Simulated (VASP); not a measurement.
# Si8NO14 (a cell with a defect) in VASP: notebook

Si8NO14 (a cell with a defect) is run at these levels: LDA; tasks: single point.

All numbers are computed with VASP 6.6.1; they aren't measurements. Logs are shortened: lines on timing, memory, paths and dates and some standing lists are left out, and cuts for length are marked.

## Step 1: The cell of the first run

The cell holds a defect, 23 atoms: a = 5.896 Å, b = 5.896 Å, c = 5.330 Å, α = 90.00°, β = 90.00°, γ = 90.00°.

## Step 2: Single point, LDA, collinear spin, ferromagnetic start

The input, INCAR:

```
ALGO = Normal
EDIFF = 1E-6
ENCUT = 520
ISIF = 2
ISMEAR = 0
ISPIN = 2
LASPH = T
LCHARG = F
LORBIT = 11
LREAL = Auto
LWAVE = F
MAGMOM = 0 0 0 0 0 0 0 0 0 0 0 0 0 0 0 0 0 0 0 0 0 0 1
NBANDS = 82
NELM = 150
PREC = Accurate
SIGMA = 0.05
```

The input, KPOINTS:

```
k-points
0
Gamma
  2 2 2
```

The input, POSCAR:

```
Si8NO14
1.0
   -4.1693000000     -4.1693000000      0.0000000000
    4.1693000000     -4.1693000000      0.0000000000
    0.0000000000      0.0000000000      5.3304000000
Si O N
8 14 1
Direct
    0.4995312302      0.4997214930      0.0010942238
   -0.0004585460      0.4858738895      0.2515347122
    0.4995243195      0.4997149162      0.5019842109
   -0.0004836928      0.5329620392      0.7515397494
   -0.0004666679     -0.0140823275      0.0065463623
    0.4995430073      0.0068285591      0.2515405300
   -0.0004722960     -0.0140559137      0.4965211203
    0.4995439426      0.0020876180      0.7515403439
    0.1925413417      0.4886878675     -0.0000296353
   -0.0004824810      0.1850267211      0.2515226319
    0.8065102679      0.4887196052     -0.0000227717
   -0.0004396180      0.7942577401      0.2515351919
    0.1925416956      0.4886669950      0.5031050504
    0.8065044161      0.4887130348      0.5030913005
    0.6929905952      0.0065573290      0.0027172393
    0.4995055214      0.6959497160      0.2515370165
    0.3060678657      0.0065612223      0.0027103278
    0.4995189003      0.3094121345      0.2515348268
    0.6929936321      0.0065712835      0.5003644617
    0.4995201594      0.6949555209      0.7515412433
    0.3060712984      0.0065548871      0.5003723324
    0.4995222506      0.3069201085      0.7515457977
   -0.0004700422      0.8183081606      0.7515245342
```

Potentials or basis: VASP PAW LDA potentials, release 64 (Si, O, N).

Launch:

```bash
cat potpaw_LDA.64/Si/POTCAR potpaw_LDA.64/O/POTCAR potpaw_LDA.64/N/POTCAR > POTCAR
mpirun -np 1 vasp_std > vasp.out
```

OUTCAR:

```text
EDIFF = 1E-6
   ENCUT = 520
   ISIF = 2
   ISMEAR = 0
   ISPIN = 2
   LASPH = T
   LORBIT = 11
   LREAL = Auto
   NELM = 150
   PREC = Accurate

 ion  position               nearest neighbor table
   1  0.500  0.500  0.001-  18 1.74  22 1.75  20 1.76  16 1.77  11 1.81   9 1.81   3 2.66   3 2.67

   2  1.000  0.486  0.252-   9 1.76  13 1.76  11 1.76  14 1.76  10 1.77  12 1.82   4 2.68   4 2.68

   3  0.500  0.500  0.502-  18 1.74  22 1.75  20 1.76  16 1.77  14 1.81  13 1.81   1 2.66   1 2.67
[... 12 lines left out ...]
  10  1.000  0.185  0.252-   7 1.76   5 1.76   2 1.77
  11  0.807  0.489  1.000-   2 1.76   4 1.77   1 1.81
  12  1.000  0.794  0.252-   5 1.73   7 1.73   2 1.82
  13  0.193  0.489  0.503-   2 1.76   4 1.77   3 1.81
  14  0.807  0.489  0.503-   2 1.76   4 1.77   3 1.81
  15  0.693  0.007  0.003-   6 1.75   8 1.76   5 1.81
  16  0.500  0.696  0.252-   1 1.77   3 1.77   6 1.83
  17  0.306  0.007  0.003-   6 1.75   8 1.76   5 1.81
  18  0.500  0.309  0.252-   1 1.74   3 1.74   6 1.78
  19  0.693  0.007  0.500-   6 1.75   8 1.76   7 1.81
  20  0.500  0.695  0.752-   1 1.76   3 1.76   8 1.81
  21  0.306  0.007  0.500-   6 1.75   8 1.76   7 1.81
  22  0.500  0.307  0.752-   1 1.75   3 1.75   8 1.80
  23  1.000  0.818  0.752-   5 1.68   7 1.68   4 1.68

  LATTYP: Found a simple tetragonal cell.
 ALAT       =     5.8962806056
 C/A-ratio  =     0.9040275313

  Lattice vectors:

 A1 = (  -4.1693000000,  -4.1693000000,   0.0000000000)
 A2 = (   4.1693000000,  -4.1693000000,   0.0000000000)
 A3 = (   0.0000000000,   0.0000000000,   5.3304000000)

Analysis of symmetry for initial positions (statically):
=====================================================================
 Subroutine PRICEL returns:
 Original cell was already a primitive cell.

 Routine SETGRP: Setting up the symmetry group for a
 simple tetragonal supercell.

 Subroutine GETGRP returns: Found  1 space group operations
 (whereof  1 operations were pure point group operations)
 out of a pool of 16 trial point group operations.

The static configuration has the point symmetry C_1 .

Analysis of symmetry for dynamics (positions and initial velocities):
=====================================================================
 Subroutine PRICEL returns:
 Original cell was already a primitive cell.

 Routine SETGRP: Setting up the symmetry group for a
 simple tetragonal supercell.

 Subroutine GETGRP returns: Found  1 space group operations
 (whereof  1 operations were pure point group operations)
 out of a pool of 16 trial point group operations.

The dynamic configuration has the point symmetry C_1 .

Analysis of structural, dynamic, and magnetic symmetry:
=====================================================================
 Subroutine PRICEL returns:
 Original cell was already a primitive cell.

 Routine SETGRP: Setting up the symmetry group for a
 simple tetragonal supercell.

 Subroutine GETGRP returns: Found  1 space group operations
 (whereof  1 operations were pure point group operations)
 out of a pool of 16 trial point group operations.

The overall configuration has the point symmetry C_1 .

 Subroutine INISYM returns: Found  1 space group operations
 (whereof  1 operations are pure point group operations),
 and found     1 'primitive' translations

----------------------------------------------------------------------------------------

                                     Primitive cell

  volume of cell :     185.3174

  direct lattice vectors                    reciprocal lattice vectors
    -4.169300000 -4.169300000  0.000000000    -0.119924208 -0.119924208  0.000000000
     4.169300000 -4.169300000  0.000000000     0.119924208 -0.119924208  0.000000000
     0.000000000  0.000000000  5.330400000     0.000000000  0.000000000  0.187603182

  length of vectors
     5.896280606  5.896280606  5.330400000     0.169598441  0.169598441  0.187603182

[... 88 lines left out ...]
   number of dos      NEDOS =    301   number of ions     NIONS =     23
   total plane-waves  NPLWV =  92160
   dimension x,y,z NGX =    48 NGY =   48 NGZ =   40
   dimension x,y,z NGXF=    96 NGYF=   96 NGZF=   80
   ions per type =               8  14   1
   NGX,Y,Z   is equivalent  to a cutoff of  13.53, 13.53, 12.48 a.u.
   NGXF,Y,Z  is equivalent  to a cutoff of  27.07, 27.07, 24.95 a.u.
 SYSTEM =  unknown system
   PREC   = accura    normal or accurate (medium, high low for compatibility)
   ISTART =      0    job   : 0-new  1-cont  2-samecut
   ICHARG =      2    charge: 1-file 2-atom 10-const
   ISPIN  =      2    spin polarized calculation?
   LNONCOLLINEAR =      F non collinear calculations
   LSORBIT =      F    spin-orbit coupling
   LASPH  =      T    aspherical Exc in radial PAW
   ENCUT  =  520.0 eV  38.22 Ry    6.18 a.u.  10.96 10.96  9.91*2*pi/ulx,y,z
   NELM   =    150;   NELMIN=  2; NELMDL= -5     # of ELM steps
   EDIFF  = 0.1E-05   stopping-criterion for ELM
   LREAL  =      T    real-space projection
   EDIFFG = 0.1E-04   stopping-criterion for IOM
   NSW    =      0    number of steps for IOM
   IBRION =     -1    ionic relax: 0-MD 1-quasi-New 2-CG
   NFREE  =      0    steps in history (QN), initial steepest desc. (CG)
   ISIF   =      2    stress and relaxation
   ISYM   =      2    0-nonsym 1-usesym 2-fastsym
   POTIM  = 0.5000    time-step for ionic-motion
   TEBEG  =    0.0;   TEEND  =   0.0 temperature during run
   PSTRESS=    0.0 pullay stress
   NELECT =     121.0000    total number of electrons
   NUPDOWN=      -1.0000    fix difference up-down
   EMIN   =  10.00;   EMAX   =-10.00  energy-range for DOS
   EFERMI =   0.00;   METHOD = LEGACY
   ISMEAR =     0;   SIGMA  =   0.05  broadening in eV -4-tet -1-fermi 0-gaus
   EFERMI_NEDOS =   21; number of points for ismear=-14 and -15
   IALGO  =     38    algorithm
   IMIX   =      4    mixing-type and parameters
     AMIX     =   0.40;   BMIX     =  1.00
     AMIX_MAG =   1.60;   BMIX_MAG =  1.00
  volume/ion in A,a.u.               =       8.06        54.37
  Fermi-wavevector in a.u.,A,eV,Ry     =   1.420249  2.683882 27.444422  2.017108
  Thomas-Fermi vector in A             =   2.541184
   LORBIT       =     11    0 simple, 1 ext, 2 COOP (PROOUT), +10 PAW based schemes
   GGA     = CA    functional components
   LHFCALC =     F    Hartree Fock is set to
   AEXX    =    0.0000 exact exchange contribution
   IVDW    =     0    specifies the selected vdW correction
   LEPSILON=     F    determine dielectric tensor
   LRPA    =     F    only Hartree local field effects (RPA)
 spin polarized calculation
 Gauss-broadening in eV      SIGMA  =   0.05
  energy-cutoff  :      520.00
  volume of cell :      185.32
 maximum number of plane-waves:      5000
 NGX is ok and might be reduce to    48
   NGX = 21   NGY = 21   NGZ = 19

 number of electron     120.9999975 magnetization      -0.0013494

 number of electron     120.9999975 magnetization       0.0000697

 Free energy of the ion-electron system (eV)
  ---------------------------------------------------
  ext. energy  EPLUGINS =         0.00000000
  ---------------------------------------------------
  free energy    TOTEN  =      -195.58652542 eV

  energy without entropy =     -195.58652000  energy(sigma->0) =     -195.58652271

 E-fermi :  10.3985     XC(G=0): -12.5299

 val. band max:       10.2646159942   @ k =   0.5000   0.0000   0.0000
 cond. band min:      10.5323880389   @ k =   0.0000   0.5000   0.5000
 fundamental gap:      0.2677720447
 Fermi energy:        10.3985026914

 spin component 1

 k-point     1 :       0.0000    0.0000    0.0000
  band No.  band energies     occupation
      1     -14.4586      1.00000
      2     -12.7952      1.00000
      3     -12.6866      1.00000
      4     -11.8452      1.00000
      5     -11.7279      1.00000
      6     -11.4784      1.00000
[... 589 lines left out ...]
     71      17.7745      0.00000
     72      17.9814      0.00000
 Fermi energy:        10.3985026914

 spin component 2

 k-point     1 :       0.0000    0.0000    0.0000
  band No.  band energies     occupation
      1     -14.4586      1.00000
      2     -12.7952      1.00000
      3     -12.6866      1.00000
      4     -11.8452      1.00000
      5     -11.7279      1.00000
      6     -11.4784      1.00000
[... 589 lines left out ...]
     71      17.7745      0.00000
     72      17.9814      0.00000
 [bands above 72 left out]

------------------------ aborting loop because EDIFF is reached ----------------------------------------

  FORCE on cell =-STRESS in cart. coord.  units (eV):
  Direction    XX          YY          ZZ          XY          YZ          ZX
  --------------------------------------------------------------------------------------
  -------------------------------------------------------------------------------------
  Total        2.2567990      2.2571684      3.1592409     -2.2221493      0.0042829     -0.0011026
  in kB       19.5113526     19.5145460     27.3134925    -19.2117857      0.0370283     -0.0095329
  external PRESSURE =      22.1131304 kB  Pullay stress =       0.0000000 kB

 VOLUME and BASIS-vectors are now :
 -----------------------------------------------------------------------------
  energy-cutoff  :      520.00
  volume of cell :      185.32
      direct lattice vectors                 reciprocal lattice vectors
    -4.169300000 -4.169300000  0.000000000    -0.119924208 -0.119924208  0.000000000
     4.169300000 -4.169300000  0.000000000     0.119924208 -0.119924208  0.000000000
     0.000000000  0.000000000  5.330400000     0.000000000  0.000000000  0.187603182

 POSITION                                       TOTAL-FORCE (eV/Angst)
 -----------------------------------------------------------------------------------
      0.00079     -4.16618      0.00583         0.002162      0.000609      0.001923
     -2.14163     -6.19314      1.34078         0.009192     -0.006812     -0.000555
      0.00079     -4.16613      2.67578         0.001584     -0.000147      0.000513
     -1.94520     -6.38936      4.00601        -0.005715      0.005037     -0.002034
     -0.05677     -8.27794      0.03489         0.008135     -0.009417     -0.065797
     -2.05427     -2.11121      1.34081         0.005631      0.000292     -0.001103
[... 15 lines left out ...]
     -0.80302     -3.36230      4.00604        -0.024694      0.022205      0.001209
     -0.75557     -7.57911      4.00593         0.004162     -0.004015      0.000122
 -----------------------------------------------------------------------------------
    total drift:                                0.003240     -0.004737      0.017516

  FREE ENERGIE OF THE ION-ELECTRON SYSTEM (eV)
  ---------------------------------------------------
  free  energy   TOTEN  =      -195.5865254175 eV

  energy  without entropy=     -195.5865199986  energy(sigma->0) =     -195.58652271

 total charge

# of ion       s       p       d       tot
------------------------------------------
    1        0.595   0.895   0.000   1.491
    2        0.594   0.897   0.000   1.491
    3        0.595   0.895   0.000   1.491
    4        0.636   0.920   0.000   1.556
    5        0.636   0.921   0.000   1.557
    6        0.602   0.905   0.000   1.507
[... 15 lines left out ...]
   22        1.539   3.689   0.000   5.228
   23        1.226   2.808   0.000   4.034
--------------------------------------------------
tot         27.692  61.417   0.000  89.109

 magnetization (x)

# of ion       s       p       d       tot
------------------------------------------
    1       -0.000  -0.000   0.000  -0.000
    2        0.000   0.000   0.000   0.000
    3       -0.000  -0.000   0.000  -0.000
    4       -0.000  -0.000   0.000  -0.000
    5       -0.000  -0.000   0.000  -0.000
    6       -0.000   0.000   0.000   0.000
[... 15 lines left out ...]
   22        0.000   0.000   0.000   0.000
   23        0.000   0.000   0.000   0.000
--------------------------------------------------
tot         -0.000   0.000   0.000  -0.000
```

It took 10 min on 1 thread of Oxide Virtual Turin-like, shared host; peak memory 0.3 GiB.

Results:

* Free energy: -195.5865 eV
* Pressure: 2.2 GPa
* Largest force: 0.067 eV/Å
* Net moment: 0.00 μB per cell
* Valence electrons inside the program's atomic spheres: Si 1.49, 1.56, 1.51, 1.48 (each value once); O 5.20, 5.21, 5.23, 5.19, 5.24 (each value once); N 4.03

Forces in eV/Å, atoms in the order of the input:
```
Si   0.002  0.001  0.002
Si   0.009 -0.007 -0.001
Si   0.002  0.000  0.001
Si  -0.006  0.005 -0.002
Si   0.008 -0.009 -0.066
Si   0.006  0.000 -0.001
Si   0.007 -0.009  0.064
Si   0.003  0.001  0.001
O   -0.029 -0.014 -0.015
O    0.024 -0.026  0.000
O    0.012  0.031 -0.014
O   -0.037  0.038  0.001
O   -0.028 -0.014  0.014
O    0.012  0.031  0.014
O   -0.031 -0.034 -0.010
O    0.028 -0.028  0.002
O    0.032  0.028 -0.010
O   -0.024  0.021  0.001
O   -0.028 -0.034  0.009
O    0.025 -0.026  0.000
O    0.033  0.027  0.009
O   -0.025  0.022  0.001
N    0.004 -0.004  0.000
```

Levels at points of the mesh, in eV from the Fermi level:
Spin up:
| k point | band 58 | band 59 | band 60 | band 61 | band 62 | band 63 |
| --- | --- | --- | --- | --- | --- | --- |
| (0.00, 0.00, 0.00) | -3.84 | -3.20 | -1.92 | -0.71 | 3.21 | 3.61 |
| (0.50, 0.00, 0.00) | -3.96 | -3.57 | -2.54 | -0.13 | 3.42 | 4.03 |
| (0.00, 0.50, 0.00) | -3.75 | -3.49 | -2.11 | -0.46 | 2.66 | 3.62 |
| (0.50, 0.50, 0.00) | -3.86 | -3.81 | -2.31 | -0.23 | 3.03 | 4.35 |
| (0.00, 0.00, 0.50) | -3.84 | -3.46 | -2.05 | 0.21 | 2.21 | 3.87 |
| (0.50, 0.00, 0.50) | -3.60 | -3.60 | -2.31 | 0.31 | 2.95 | 4.16 |
| (0.00, 0.50, 0.50) | -3.61 | -3.54 | -1.95 | 0.13 | 2.17 | 3.59 |
| (0.50, 0.50, 0.50) | -4.07 | -3.89 | -2.35 | 0.40 | 2.83 | 3.63 |
Spin down:
```csv
k point,band 56,band 57,band 58,band 59,band 60,band 61,band 62,band 63,band 64,band 65
"(0.00, 0.00, 0.00)",-4.15,-3.92,-3.84,-3.20,-1.92,-0.71,3.21,3.61,3.72,4.02
"(0.50, 0.00, 0.00)",-4.38,-4.25,-3.96,-3.57,-2.54,-0.13,3.42,4.03,4.39,4.64
"(0.00, 0.50, 0.00)",-4.45,-4.28,-3.75,-3.49,-2.11,-0.46,2.66,3.62,4.18,4.97
"(0.50, 0.50, 0.00)",-4.09,-4.01,-3.86,-3.81,-2.31,-0.23,3.03,4.35,4.79,5.05
"(0.00, 0.00, 0.50)",-4.17,-4.14,-3.84,-3.46,-2.05,0.21,2.21,3.87,5.07,5.12
"(0.50, 0.00, 0.50)",-4.27,-3.64,-3.60,-3.60,-2.31,0.31,2.95,4.16,5.23,5.26
"(0.00, 0.50, 0.50)",-3.96,-3.69,-3.61,-3.54,-1.95,0.13,2.17,3.59,5.26,5.62
"(0.50, 0.50, 0.50)",-4.18,-4.13,-4.07,-3.89,-2.35,0.40,2.83,3.63,6.23,6.32
```

Caveat: the k points lie up to 0.59 Å⁻¹ apart.

(Continued in part 2 of 2.)
